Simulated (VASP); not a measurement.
A run of VASP 6.6.1 is set up as follows.

INCAR

```
  PREC = Accurate
  ENCUT = 520
  EDIFF = 1E-7
  ISMEAR = -1
  SIGMA = 0.1
  LREAL = F
  LASPH = T
  NELM = 100
  ALGO = Normal
  ISIF = 2
  LWAVE = F
  LCHARG = F
  GGA = PE
  NBANDS = 12
```

Contents of KPOINTS:

```
regular mesh
0
Gamma
  14 14 12
```

File POSCAR:

```
N
1.0
    2.5194737886      0.0000000000      0.0000000000
   -1.2597368943      2.1819283051      0.0000000000
    0.0000000000      0.0000000000      2.4460020000
N
2
Direct
    0.3333333333      0.6666666667      0.7500000000
    0.6666666667      0.3333333333      0.2500000000
```

Potentials or basis: VASP PAW PBE potentials, release 64 (N).

The run is started by

```bash
$ cat potpaw_PBE.64/N/POTCAR > POTCAR
$ mpirun -np 1 vasp_std > vasp.out
```

Predict the pressure.

10.3 GPa.

Predict the band gap on the k mesh.

zero (bands 5 and 6 overlap by 4.83 eV).

Stress tensor (GPa, compression positive):
```
14.67  0.00  0.00
 0.00 14.67  0.00
 0.00  0.00  1.49
```

Caveat: the cell stands under pressure.
